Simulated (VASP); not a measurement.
# LiCl (Fm-3m) in VASP: a series of runs

Runs on LiCl. Level: PBE. Tasks: single point.

All numbers are computed with VASP 6.6.1; they aren't measurements. Logs are shortened: lines on timing, memory, paths and dates and some standing lists are left out, and cuts for length are marked.

### 1 The cell of the first run

It takes space group Fm-3m (No. 225, cubic). The conventional cell has a = 5.390 Å, b = 5.390 Å, c = 5.390 Å, α = 90.00°, β = 90.00°, γ = 90.00°. Within 3.6 Å of Li (site symmetry m-3m) lie 6 Cl at 2.69 Å. Cl (site symmetry m-3m) has 6 Li at 2.69 Å within 3.6 Å.

### 2 Single point, PBE (Rb replaced by Li, lengths x 0.829, strained)

Input file INCAR:

```
SYSTEM = LiCl
PREC = Accurate
ENCUT = 750
EDIFF = 1E-6
ISMEAR = 0
SIGMA = 0.02
LREAL = .FALSE.
LASPH = .TRUE.
NELM = 120
ALGO = Normal
ISIF = 2
LWAVE = .FALSE.
LCHARG = .FALSE.
GGA = PE
NBANDS = 12
GGA_COMPAT = .FALSE.
```

Input file KPOINTS:

```
regular mesh
0
G
  8 8 8
  0 0 0
```

Input file POSCAR:

```
LiCl
1.0
    0.0000000000      2.6948116269      2.6948116269
    2.6948116269      0.0000000000      2.6948116269
    2.6948116269      2.6948116269      0.0000000000
Li Cl
1 1
Direct
    0.0000000000      0.0000000000      0.0000000000
    0.5000000000      0.5000000000      0.5000000000
```

Potentials or basis: VASP PAW PBE potentials, release 64 (Li_sv, Cl).

Run with:

```sh
> cat potpaw_PBE.64/Li_sv/POTCAR potpaw_PBE.64/Cl/POTCAR > POTCAR
> mpirun -np 1 vasp_std > vasp.out
```

OUTCAR:

```text
SYSTEM = LiCl
   PREC = Accurate
   ENCUT = 750
   EDIFF = 1E-6
   ISMEAR = 0
   LREAL = .FALSE.
   LASPH = .TRUE.
   NELM = 120
   ISIF = 2
   GGA = PE

 ion  position               nearest neighbor table
   1  0.000  0.000  0.000-
   2  0.500  0.500  0.500-

  LATTYP: Found a face centered cubic cell.
 ALAT       =     5.3896232538

  Lattice vectors:

 A1 = (   0.0000000000,   2.6948116269,   2.6948116269)
 A2 = (   2.6948116269,   0.0000000000,   2.6948116269)
 A3 = (   2.6948116269,   2.6948116269,   0.0000000000)

Analysis of symmetry for initial positions (statically):
=====================================================================
 Subroutine PRICEL returns:
 Original cell was already a primitive cell.

 Routine SETGRP: Setting up the symmetry group for a
 face centered cubic supercell.

 Subroutine GETGRP returns: Found 48 space group operations
 (whereof 48 operations were pure point group operations)
 out of a pool of 48 trial point group operations.

The static configuration has the point symmetry O_h .

Analysis of symmetry for dynamics (positions and initial velocities):
=====================================================================
 Subroutine PRICEL returns:
 Original cell was already a primitive cell.

 Routine SETGRP: Setting up the symmetry group for a
 face centered cubic supercell.

 Subroutine GETGRP returns: Found 48 space group operations
 (whereof 48 operations were pure point group operations)
 out of a pool of 48 trial point group operations.

The dynamic configuration has the point symmetry O_h .

 Subroutine INISYM returns: Found 48 space group operations
 (whereof 48 operations are pure point group operations),
 and found     1 'primitive' translations

----------------------------------------------------------------------------------------

                                     Primitive cell

  volume of cell :      39.1395

  direct lattice vectors                    reciprocal lattice vectors
     0.000000000  2.694811627  2.694811627    -0.185541726  0.185541726  0.185541726
     2.694811627  0.000000000  2.694811627     0.185541726 -0.185541726  0.185541726
     2.694811627  2.694811627  0.000000000     0.185541726  0.185541726 -0.185541726

  length of vectors
     3.811039151  3.811039151  3.811039151     0.321367696  0.321367696  0.321367696

  position of ions in fractional coordinates (direct lattice)
     0.000000000  0.000000000  0.000000000
     0.500000000  0.500000000  0.500000000

  ion indices of the primitive-cell ions
   primitive index   ion index
                 1           1
                 2           2

----------------------------------------------------------------------------------------

 KPOINTS: regular mesh

Automatic generation of k-mesh.
 Grid dimensions read from file:
 generate k-points for:    8    8    8

 Generating k-lattice:

  Cartesian coordinates                     Fractional coordinates (reciprocal lattice)
    -0.023192716  0.023192716  0.023192716     0.125000000  0.000000000  0.000000000
     0.023192716 -0.023192716  0.023192716     0.000000000  0.125000000  0.000000000
     0.023192716  0.023192716 -0.023192716     0.000000000  0.000000000  0.125000000

  Length of vectors
     0.040170962  0.040170962  0.040170962

  Shift w.r.t. Gamma in fractional coordinates (k-lattice)
     0.000000000  0.000000000  0.000000000

 Subroutine IBZKPT returns following result:
 ===========================================

 Found     29 irreducible k-points:

 Following reciprocal coordinates:
            Coordinates               Weight
  0.000000  0.000000  0.000000      1.000000
  0.125000  0.000000  0.000000      8.000000
  0.250000  0.000000  0.000000      8.000000
  0.375000  0.000000  0.000000      8.000000
  0.500000  0.000000  0.000000      4.000000
  0.125000  0.125000  0.000000      6.000000
[... 16 lines left out ...]
  0.500000  0.250000  0.125000     48.000000
 -0.375000  0.250000  0.125000     24.000000
 [... further k-points ...]
   k-points           NKPTS =     29   k-points in BZ     NKDIM =     29   number of bands    NBANDS=     12
   number of dos      NEDOS =    301   number of ions     NIONS =      2
   total plane-waves  NPLWV =  46656
   dimension x,y,z NGX =    36 NGY =   36 NGZ =   36
   dimension x,y,z NGXF=    72 NGYF=   72 NGZF=   72
   ions per type =               1   1
   NGX,Y,Z   is equivalent  to a cutoff of  15.70, 15.70, 15.70 a.u.
   NGXF,Y,Z  is equivalent  to a cutoff of  31.41, 31.41, 31.41 a.u.
 SYSTEM =  LiCl
   PREC   = accura    normal or accurate (medium, high low for compatibility)
   ISTART =      0    job   : 0-new  1-cont  2-samecut
   ICHARG =      2    charge: 1-file 2-atom 10-const
   ISPIN  =      1    spin polarized calculation?
   LNONCOLLINEAR =      F non collinear calculations
   LSORBIT =      F    spin-orbit coupling
   LASPH  =      T    aspherical Exc in radial PAW
   ENCUT  =  750.0 eV  55.12 Ry    7.42 a.u.   8.51  8.51  8.51*2*pi/ulx,y,z
   NELM   =    120;   NELMIN=  2; NELMDL= -5     # of ELM steps
   EDIFF  = 0.1E-05   stopping-criterion for ELM
   LREAL  =      F    real-space projection
[... 7 lines left out ...]
   TEBEG  =    0.0;   TEEND  =   0.0 temperature during run
   PSTRESS=    0.0 pullay stress
   NELECT =      10.0000    total number of electrons
   NUPDOWN=      -1.0000    fix difference up-down
   EMIN   =  10.00;   EMAX   =-10.00  energy-range for DOS
   EFERMI =   0.00;   METHOD = LEGACY
   ISMEAR =     0;   SIGMA  =   0.02  broadening in eV -4-tet -1-fermi 0-gaus
   EFERMI_NEDOS =   21; number of points for ismear=-14 and -15
   IALGO  =     38    algorithm
   IMIX   =      4    mixing-type and parameters
     AMIX     =   0.40;   BMIX     =  1.00
     AMIX_MAG =   1.60;   BMIX_MAG =  1.00
  volume/ion in A,a.u.               =      19.57       132.06
  Fermi-wavevector in a.u.,A,eV,Ry     =   1.038811  1.963068 14.682424  1.079128
  Thomas-Fermi vector in A             =   2.173312
   LORBIT       =      0    0 simple, 1 ext, 2 COOP (PROOUT), +10 PAW based schemes
   GGA     = PE    functional components
   LHFCALC =     F    Hartree Fock is set to
   AEXX    =    0.0000 exact exchange contribution
   IVDW    =     0    specifies the selected vdW correction
   LEPSILON=     F    determine dielectric tensor
   LRPA    =     F    only Hartree local field effects (RPA)
 non-spin polarized calculation
 Gauss-broadening in eV      SIGMA  =   0.02
  energy-cutoff  :      750.00
  volume of cell :       39.14
 maximum number of plane-waves:      1850
 NGX is ok and might be reduce to    36
   NGX = 17   NGY = 17   NGZ = 17

 number of electron      10.0000002 magnetization

 Free energy of the ion-electron system (eV)
  ---------------------------------------------------
  ext. energy  EPLUGINS =         0.00000000
  ---------------------------------------------------
  free energy    TOTEN  =        -7.32624533 eV

  energy without entropy =       -7.32624533  energy(sigma->0) =       -7.32624533

 E-fermi :  -0.3119     XC(G=0):  -8.1061

 val. band max:       -0.4328833459   @ k =   0.0000   0.0000   0.0000
 cond. band min:       5.1385520501   @ k =   0.0000   0.0000   0.0000
 fundamental gap:      5.5714353960
 Fermi energy:        -0.3118558366

 k-point     1 :       0.0000    0.0000    0.0000
  band No.  band energies     occupation
      1     -44.2599      2.00000
      2     -13.3716      2.00000
      3      -0.4329      2.00000
      4      -0.4329      2.00000
      5      -0.4329      2.00000
      6       5.1386      0.00000
      7      11.3461      0.00000
      8      11.3461      0.00000
      9      11.3461      0.00000
     10      13.1977      0.00000
     11      13.1977      0.00000
     12      13.1977      0.00000

 k-point     2 :       0.1250    0.0000    0.0000
  band No.  band energies     occupation
      1     -44.2598      2.00000
      2     -13.3177      2.00000
      3      -0.8599      2.00000
      4      -0.4642      2.00000
      5      -0.4642      2.00000
      6       5.5813      0.00000
      7      10.4869      0.00000
      8      11.1288      0.00000
      9      11.1288      0.00000
     10      12.2760      0.00000
     11      12.2760      0.00000
     12      13.6722      0.00000

 k-point     3 :       0.2500    0.0000    0.0000
  band No.  band energies     occupation
      1     -44.2593      2.00000
      2     -13.1820      2.00000
      3      -1.7123      2.00000
      4      -0.5364      2.00000
      5      -0.5364      2.00000
      6       6.2182      0.00000
      7       9.9427      0.00000
      8      10.0213      0.00000
      9      10.0213      0.00000
     10      13.1281      0.00000
     11      13.1281      0.00000
     12      14.1777      0.00000
[... 286 lines left out ...]
 k-point    23 :       0.5000    0.2500    0.1250
  band No.  band energies     occupation
      1     -44.2586      2.00000
      2     -12.9517      2.00000
      3      -2.2852      2.00000
      4      -1.3610      2.00000
      5      -0.8088      2.00000
      6       7.5182      0.00000
      7       8.6780      0.00000
      8       9.5142      0.00000
      9      10.2401      0.00000
     10      13.2917      0.00000
     11      16.2146      0.00000
     12      16.4485      0.00000

 k-point    24 :      -0.3750    0.2500    0.1250
  band No.  band energies     occupation
      1     -44.2585      2.00000
      2     -12.8995      2.00000
      3      -2.4587      2.00000
      4      -1.4379      2.00000
      5      -0.8782      2.00000
      6       7.4444      0.00000
      7       8.6075      0.00000
      8       9.7516      0.00000
      9      10.3516      0.00000
     10      14.3846      0.00000
     11      14.7579      0.00000
     12      16.8565      0.00000

 [... further k-points ...]

------------------------ aborting loop because EDIFF is reached ----------------------------------------

  FORCE on cell =-STRESS in cart. coord.  units (eV):
  Direction    XX          YY          ZZ          XY          YZ          ZX
  --------------------------------------------------------------------------------------
  -------------------------------------------------------------------------------------
  Total       -0.8004212     -0.8004212     -0.8004212      0.0000000      0.0000000      0.0000000
  in kB      -32.7652822    -32.7652822    -32.7652822      0.0000000      0.0000000      0.0000000
  external PRESSURE =     -32.7652822 kB  Pullay stress =       0.0000000 kB

 VOLUME and BASIS-vectors are now :
 -----------------------------------------------------------------------------
  energy-cutoff  :      750.00
  volume of cell :       39.14
      direct lattice vectors                 reciprocal lattice vectors
     0.000000000  2.694811627  2.694811627    -0.185541726  0.185541726  0.185541726
     2.694811627  0.000000000  2.694811627     0.185541726 -0.185541726  0.185541726
     2.694811627  2.694811627  0.000000000     0.185541726  0.185541726 -0.185541726

 POSITION                                       TOTAL-FORCE (eV/Angst)
 -----------------------------------------------------------------------------------
      0.00000      0.00000      0.00000         0.000000      0.000000      0.000000
      2.69481      2.69481      2.69481        -0.000000     -0.000000     -0.000000
 -----------------------------------------------------------------------------------
    total drift:                                0.000000      0.000000      0.000000

  FREE ENERGIE OF THE ION-ELECTRON SYSTEM (eV)
  ---------------------------------------------------
  free  energy   TOTEN  =        -7.3262453336 eV

  energy  without entropy=       -7.3262453336  energy(sigma->0) =       -7.32624533
```

It used 19 s of CPU time on 1 thread of AMD EPYC 7R13 Processor (Zen 3), with other jobs on the host.

What came out:

```yaml
Free_energy: -7.3262 eV
Pressure: -3.3 GPa
Band_gap_on_the_k_mesh: 5.57 eV, direct
```

Levels at points of the mesh, in eV from the valence-band top:
```tsv
k point	band 2	band 3	band 4	band 5	band 6	band 7	band 8	band 9
(0.00, 0.00, 0.00)	-12.94	0.00	0.00	0.00	5.57	11.78	11.78	11.78
(0.50, 0.00, 0.00)	-12.54	-2.26	-0.20	-0.20	6.59	9.38	9.38	11.52
(0.50, 0.50, 0.00)	-12.38	-2.28	-0.85	-0.85	7.53	8.46	11.25	13.02
```

Caveat: the cell differs from its parent crystal (Rb replaced by Li, lengths x 0.829, strained).

### 3 Single point, PBE (Rb replaced by Li, lengths x 0.829, strained)

Input file INCAR:

```
PREC     = Accurate       # precision mode
ENCUT    = 750            # plane-wave cutoff, eV
EDIFF    = 1E-6           # SCF threshold, eV
ISMEAR   = 0              # smearing method
SIGMA    = 0.1            # smearing width, eV
LREAL    = False          # projectors in reciprocal space
LASPH    = True           # aspherical terms in the spheres
NELM     = 120            # most SCF steps
ALGO     = Normal         # electronic algorithm
ISIF     = 2              # what is computed and relaxed
LWAVE    = False          # write WAVECAR
LCHARG   = False          # write CHGCAR
GGA      = PE             # functional
NBANDS   = 12             # bands
GGA_COMPAT= False
```

Input file KPOINTS:

```
regular mesh
0
Gamma
  6 6 6
```

POSCAR is that of step 2.

Potentials or basis: VASP PAW PBE potentials, release 64 (Li_sv, Cl).

Run with:

```sh
> cat potpaw_PBE.64/Li_sv/POTCAR potpaw_PBE.64/Cl/POTCAR > POTCAR
> mpirun -np 1 vasp_std > vasp.out
```

OUTCAR:

```text
PREC = Accurate
   ENCUT = 750
   EDIFF = 1E-6
   ISMEAR = 0
   LREAL = False
   LASPH = True
   NELM = 120
   ISIF = 2
   GGA = PE

 ion  position               nearest neighbor table
   1  0.000  0.000  0.000-
   2  0.500  0.500  0.500-

  LATTYP: Found a face centered cubic cell.
 ALAT       =     5.3896232538

  Lattice vectors:

 A1 = (   0.0000000000,   2.6948116269,   2.6948116269)
 A2 = (   2.6948116269,   0.0000000000,   2.6948116269)
 A3 = (   2.6948116269,   2.6948116269,   0.0000000000)

Analysis of symmetry for initial positions (statically):
=====================================================================
 Subroutine PRICEL returns:
 Original cell was already a primitive cell.

 Routine SETGRP: Setting up the symmetry group for a
 face centered cubic supercell.

 Subroutine GETGRP returns: Found 48 space group operations
 (whereof 48 operations were pure point group operations)
 out of a pool of 48 trial point group operations.

The static configuration has the point symmetry O_h .

Analysis of symmetry for dynamics (positions and initial velocities):
=====================================================================
 Subroutine PRICEL returns:
 Original cell was already a primitive cell.

 Routine SETGRP: Setting up the symmetry group for a
 face centered cubic supercell.

 Subroutine GETGRP returns: Found 48 space group operations
 (whereof 48 operations were pure point group operations)
 out of a pool of 48 trial point group operations.

The dynamic configuration has the point symmetry O_h .

 Subroutine INISYM returns: Found 48 space group operations
 (whereof 48 operations are pure point group operations),
 and found     1 'primitive' translations

----------------------------------------------------------------------------------------
[... 109 lines left out ...]
   GGA     = PE    functional components
   LHFCALC =     F    Hartree Fock is set to
   AEXX    =    0.0000 exact exchange contribution
   IVDW    =     0    specifies the selected vdW correction
   LEPSILON=     F    determine dielectric tensor
   LRPA    =     F    only Hartree local field effects (RPA)
 non-spin polarized calculation
 Gauss-broadening in eV      SIGMA  =   0.10
  energy-cutoff  :      750.00
  volume of cell :       39.14
 maximum number of plane-waves:      1853
 NGX is ok and might be reduce to    36
   NGX = 17   NGY = 17   NGZ = 17

 number of electron      10.0000002 magnetization

 Free energy of the ion-electron system (eV)
  ---------------------------------------------------
  ext. energy  EPLUGINS =         0.00000000
  ---------------------------------------------------
  free energy    TOTEN  =        -7.32616883 eV

  energy without entropy =       -7.32616883  energy(sigma->0) =       -7.32616883

 E-fermi :   0.1767     XC(G=0):  -8.1061

 val. band max:       -0.4328055086   @ k =   0.0000   0.0000   0.0000
 cond. band min:       5.1386330935   @ k =   0.0000   0.0000   0.0000
 fundamental gap:      5.5714386021
 Fermi energy:         0.1767216889

 k-point     1 :       0.0000    0.0000    0.0000
  band No.  band energies     occupation
      1     -44.2601      2.00000
      2     -13.3716      2.00000
      3      -0.4328      2.00000
      4      -0.4328      2.00000
      5      -0.4328      2.00000
      6       5.1386      0.00000
      7      11.3461      0.00000
      8      11.3461      0.00000
      9      11.3461      0.00000
     10      13.1978      0.00000
     11      13.1978      0.00000
     12      13.1978      0.00000
[... 211 lines left out ...]
 k-point    16 :      -0.3333    0.5000    0.1667
  band No.  band energies     occupation
      1     -44.2585      2.00000
      2     -12.8191      2.00000
      3      -2.4132      2.00000
      4      -1.7121      2.00000
      5      -1.2740      2.00000
      6       7.8697      0.00000
      7       8.8013      0.00000
      8      10.1659      0.00000
      9      10.2838      0.00000
     10      13.4491      0.00000
     11      15.8690      0.00000
     12      17.4161      0.00000

------------------------ aborting loop because EDIFF is reached ----------------------------------------

  FORCE on cell =-STRESS in cart. coord.  units (eV):
  Direction    XX          YY          ZZ          XY          YZ          ZX
  --------------------------------------------------------------------------------------
  -------------------------------------------------------------------------------------
  Total       -0.7995354     -0.7995354     -0.7995354     -0.0000000      0.0000000      0.0000000
  in kB      -32.7290243    -32.7290243    -32.7290243     -0.0000000      0.0000000      0.0000000
  external PRESSURE =     -32.7290243 kB  Pullay stress =       0.0000000 kB

 VOLUME and BASIS-vectors are now :
 -----------------------------------------------------------------------------
  energy-cutoff  :      750.00
  volume of cell :       39.14
      direct lattice vectors                 reciprocal lattice vectors
     0.000000000  2.694811627  2.694811627    -0.185541726  0.185541726  0.185541726
     2.694811627  0.000000000  2.694811627     0.185541726 -0.185541726  0.185541726
     2.694811627  2.694811627  0.000000000     0.185541726  0.185541726 -0.185541726

 POSITION                                       TOTAL-FORCE (eV/Angst)
 -----------------------------------------------------------------------------------
      0.00000      0.00000      0.00000         0.000000      0.000000      0.000000
      2.69481      2.69481      2.69481         0.000000     -0.000000     -0.000000
 -----------------------------------------------------------------------------------
    total drift:                                0.000000      0.000000      0.000000

  FREE ENERGIE OF THE ION-ELECTRON SYSTEM (eV)
  ---------------------------------------------------
  free  energy   TOTEN  =        -7.3261688335 eV

  energy  without entropy=       -7.3261688335  energy(sigma->0) =       -7.32616883
```

stdout:

```text
POSCAR found type information on POSCAR LiCl
 POSCAR found :  2 types and       2 ions
 scaLAPACK will be used
 LDA part: xc-table for (Slater+PW92), standard interpolation
 POSCAR, INCAR and KPOINTS ok, starting setup
 FFT: planning ... GRIDC
 FFT: planning ... GRID_SOFT
 FFT: planning ... GRID
 WAVECAR not read
 entering main loop
```

Run time: 8 s. Hardware: 1 thread of Intel Xeon Platinum 8559C (Emerald Rapids), shared host; peak memory 0.19 GiB.

Results:

```
Free energy            : -7.3262 eV
Pressure               : -3.3 GPa
Band gap on the k mesh : 5.57 eV, direct
```

Levels at points of the mesh, in eV from the valence-band top:
```tsv
k point	band 2	band 3	band 4	band 5	band 6	band 7	band 8	band 9
(0.00, 0.00, 0.00)	-12.94	0.00	0.00	0.00	5.57	11.78	11.78	11.78
(0.50, 0.00, 0.00)	-12.54	-2.26	-0.20	-0.20	6.59	9.38	9.38	11.52
(0.50, 0.50, 0.00)	-12.38	-2.28	-0.85	-0.85	7.53	8.46	11.25	13.02
```

Caveat: the cell differs from its parent crystal (Rb replaced by Li, lengths x 0.829, strained).
